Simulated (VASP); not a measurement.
A run of VASP 6.6.1:

File INCAR:

```
SYSTEM = Ba
PREC = Accurate
ENCUT = 520
EDIFF = 1E-6
ISMEAR = 0
SIGMA = 0.1
LREAL = .False.
LASPH = .True.
NELM = 100
ALGO = Fast
ISIF = 2
LWAVE = .False.
LCHARG = .True.
GGA = PE
LELF = .True.
LVHAR = .True.
NBANDS = 28
```

The input KPOINTS:

```
regular mesh
0
Gamma
  6 8 6
  0 0 0
```

POSCAR

```
Ba
1.0
    7.3197627361      0.0000000000      0.0000000000
    0.0000000000      5.1509871685      0.0000000000
    0.0000000000      0.0000000000      7.3269512780
Ba
4
Direct
    0.5000000000      0.7501759971      0.2500000000
    0.5000000000      0.2498240029      0.7500000000
    0.0000000000      0.2501759971      0.2500000000
    0.0000000000      0.7498240029      0.7500000000
```

Potentials or basis: VASP PAW PBE potentials, release 64 (Ba_sv).

Command:

```sh
$ cat potpaw_PBE.64/Ba_sv/POTCAR > POTCAR
$ mpirun -np 1 vasp_std > vasp.out
```

Hardware: 1 thread of Intel(R) Xeon(R) 6975P-C (Granite Rapids), with other jobs on the host.

Task: How long does it take, and how much memory?

Result: It took 3.9 min on 1 thread of Intel(R) Xeon(R) 6975P-C (Granite Rapids), with other jobs on the host, peak memory 0.63 GiB. Counts: scf iterations 13, k points 80.
